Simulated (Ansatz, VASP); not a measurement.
# One calculation of SiC, two programs

The input INCAR:

```
SYSTEM = SiC
PREC     = Accurate       ! precision mode
ENCUT    = 520            ! plane-wave cutoff, eV
EDIFF    = 1E-7           ! SCF threshold, eV
ISMEAR   = 0              ! smearing method
SIGMA    = 0.05           ! smearing width, eV
LREAL    = .FALSE.        ! projectors in reciprocal space
LASPH    = .TRUE.         ! aspherical terms in the spheres
NELM     = 80             ! most SCF steps
ALGO     = Normal         ! electronic algorithm
ISIF     = 2              ! what is computed and relaxed
LWAVE    = .FALSE.        ! write WAVECAR
LCHARG   = .FALSE.        ! write CHGCAR
GGA      = PE             ! functional
NBANDS   = 11             ! bands
```

KPOINTS

```
Automatic mesh
0
G
  10 10 10
  0 0 0
```

The input POSCAR:

```
SiC
1.0
    0.0000000000      2.3335191772      2.3335191772
    2.1898640927      0.1436550845      2.1898640927
    2.1898640927      2.1898640927      0.1436550845
Si C
1 1
Direct
    0.0000000000      0.0000000000      0.0000000000
    0.7500000000      0.7500000000      0.7500000000
```

Input for Ansatz:

```yaml
crystal:
  lattice:
    - [0.0, 2.3335191772, 2.3335191772]
    - [2.1898640927, 0.1436550845, 2.1898640927]
    - [2.1898640927, 2.1898640927, 0.1436550845]
  atoms:
    - { symbol: Si, position: [0.0, 0.0, 0.0] }
    - { symbol: C, position: [0.75, 0.75, 0.75] }
basis:
  ecutwfc: 420
kpoints:
  mp_grid: { grid: [10, 10, 10] }
hamiltonian:
  xc: pbe
scf:
  occupations: { method: gaussian, width: 0.05 }
output:
  forces: true
  stress: true
  eigenvalues: true
```

Change from the starting cell: strain +0.1312 x Voigt [0, 0, 0, 1, 0, 0], atoms carried along.

Alike in both runs: task single point; functional PBE; k mesh 10 × 10 × 10; occupations gaussian, width 0.05 eV; no spin polarisation.

|  | VASP | Ansatz |
| --- | --- | --- |
| version | VASP 6.6.1 | Ansatz 0.2.0 |
| potentials or method | VASP PAW PBE potentials, release 64 (Si, C), cutoff 520 eV | scalar-relativistic, plane waves, PAW |
| valence electrons in the cell | 8 | 8 |

Ansatz gave:

| Quantity | Value |
| --- | --- |
| gap on the k mesh at the Fermi level (eV) | 0.43 |
| least direct gap on the mesh (eV) | 2.93 |
| pressure (GPa) | 4.8 |
| traceless stress, the component that is largest in VASP (GPa) | -35.18 |
| rms of the force components (eV/Å) | 0.610 |

Problem. Estimate VASP's values.

Solution. gap on the k mesh at the Fermi level (eV): 0.42; least direct gap on the mesh (eV): 2.92; pressure (GPa): 4.8; traceless stress, the component that is largest in VASP (GPa): -35.31; rms of the force components (eV/Å): 0.609.

Atom by atom the forces differ by 0.001 eV/Å (rms over components).
